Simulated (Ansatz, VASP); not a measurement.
**One calculation of Sc3Te, two programs**

File INCAR:

```
SYSTEM = Sc3Te
PREC = Accurate
ENCUT = 520
EDIFF = 1E-6
ISMEAR = -1
SIGMA = 0.05
LREAL = .FALSE.
LASPH = .TRUE.
NELM = 100
ALGO = Fast
ISIF = 2
LWAVE = .FALSE.
LCHARG = .TRUE.
GGA = PE
LELF = .TRUE.
LVHAR = .TRUE.
NBANDS = 49
```

File KPOINTS:

```
Automatic mesh
0
G
  5 5 5
  0 0 0
```

File POSCAR:

```
Sc3Te
1.0
    6.3617000817      0.0000000000      0.0000000000
   -3.1808500409      5.5093938820      0.0000000000
    0.0000000000      0.0000000000      5.1043630000
Te Sc
2 6
Direct
    0.3333333333      0.6666666667      0.7500000000
    0.6666666667      0.3333333333      0.2500000000
    0.1671465050      0.3342930100      0.2500000000
    0.1671465050      0.8328534950      0.2500000000
    0.6657069900      0.8328534950      0.2500000000
    0.8328534950      0.6657069900      0.7500000000
    0.8328534950      0.1671465050      0.7500000000
    0.3342930100      0.1671465050      0.7500000000
```

File input.yaml:

```yaml
crystal:
  lattice:
    - [6.3617000817, 0.0, 0.0]
    - [-3.1808500409, 5.509393882, 0.0]
    - [0.0, 0.0, 5.104363]
  atoms:
    - { symbol: Te, position: [0.3333333333, 0.6666666667, 0.75] }
    - { symbol: Te, position: [0.6666666667, 0.3333333333, 0.25] }
    - { symbol: Sc, position: [0.167146505, 0.33429301, 0.25] }
    - { symbol: Sc, position: [0.167146505, 0.832853495, 0.25] }
    - { symbol: Sc, position: [0.66570699, 0.832853495, 0.25] }
    - { symbol: Sc, position: [0.832853495, 0.66570699, 0.75] }
    - { symbol: Sc, position: [0.832853495, 0.167146505, 0.75] }
    - { symbol: Sc, position: [0.33429301, 0.167146505, 0.75] }
hamiltonian:
  xc: pbe
  pseudopotentials: { kind: paw }
kpoints:
  mp_grid: { grid: [5, 5, 5] }
scf:
  occupations: { method: fermi_dirac, width: 0.05 }
output:
  forces: true
  stress: true
  eigenvalues: true
```

Alike in both runs: task single point; functional PBE; k mesh 5 × 5 × 5; occupations fermi-dirac, width 0.05 eV; no spin polarisation.

|  | VASP | Ansatz |
| --- | --- | --- |
| version | VASP 6.6.1 | Ansatz 0.2.0 |
| potentials or method | VASP PAW PBE potentials, release 64 (Te, Sc_sv) | Ansatz PAW |
| plane-wave cutoff (eV) | 520 | 420 |
| valence electrons in the cell | 78 | 98 |

|  | VASP | Ansatz | Ansatz less VASP |
| --- | --- | --- | --- |
| gap on the k mesh at the Fermi level (eV) | none | none | - |
| pressure (GPa) | 0.3 | 0.2 | -0.09 |
| traceless stress, the component that is largest in VASP (GPa) | 0.09 | 0.09 | -0.002 |
| rms of the force components (eV/Å) | 0.016 | 0.014 | -0.0021 |

Atom by atom the forces differ by 0.002 eV/Å (rms over components). A gap of «none» marks a metal or a gap that the smearing closes. The functional is the same, so the differences come from potentials, cutoffs and numerics. VASP's potentials hold 78 valence electrons a cell and Ansatz's 98, so a difference there can come from the potentials and not from the codes.

Spin-orbit coupling is off throughout.
